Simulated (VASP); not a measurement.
ZnSnN, 3 atoms in the cell. It takes space group P-6m2 (No. 187, hexagonal). The conventional cell has a = 4.577 Å, b = 4.577 Å, c = 2.836 Å, α = 90.00°, β = 90.00°, γ = 120.00°. Within 3.5 Å of Zn (site symmetry -6m2) lie 3 Sn at 2.64 Å and 2 Zn at 2.84 Å and 6 N at 3.00 Å. Within 3.5 Å of Sn (site symmetry -6m2) lie 3 Zn at 2.64 Å and 2 Sn at 2.84 Å and 6 N at 3.00 Å. Within 3.7 Å of N (site symmetry -6m2) lie 2 N at 2.84 Å and 6 Zn at 3.00 Å and 6 Sn at 3.00 Å. The cell was built from a structure type or drawn by symmetry, and may not be a known phase.

* Program: VASP 6.6.1
* Task: single point
* Functional: PBE
* Potentials or basis: VASP PAW PBE potentials, release 64 (Zn, Sn_d, N)
* Cutoff: 520 eV
* k mesh: 6 × 6 × 4
* Occupations: gaussian, width 0.1 eV
* Spin: no spin polarisation
* Dipole correction: no
* Further INCAR settings: ALGO = Normal; EDIFF = 1e-07; NBANDS = 22

Potentials or basis: VASP PAW PBE potentials, release 64 (Zn, Sn_d, N).

Run with:

```console
$ cat potpaw_PBE.64/Zn/POTCAR potpaw_PBE.64/Sn_d/POTCAR potpaw_PBE.64/N/POTCAR > POTCAR
$ mpirun -np 1 vasp_std > vasp.out
```

Hardware: 1 thread of Intel(R) Xeon(R) Platinum 8259CL CPU @ 2.50GHz (Skylake/Cascade Lake), with other jobs on the host.

Q: How long does it take, and how much memory?

A: It took 24 s on 1 thread of Intel(R) Xeon(R) Platinum 8259CL CPU @ 2.50GHz (Skylake/Cascade Lake), on a shared host, peak memory 0.19 GiB. Counts: scf iterations 15, k points 21.
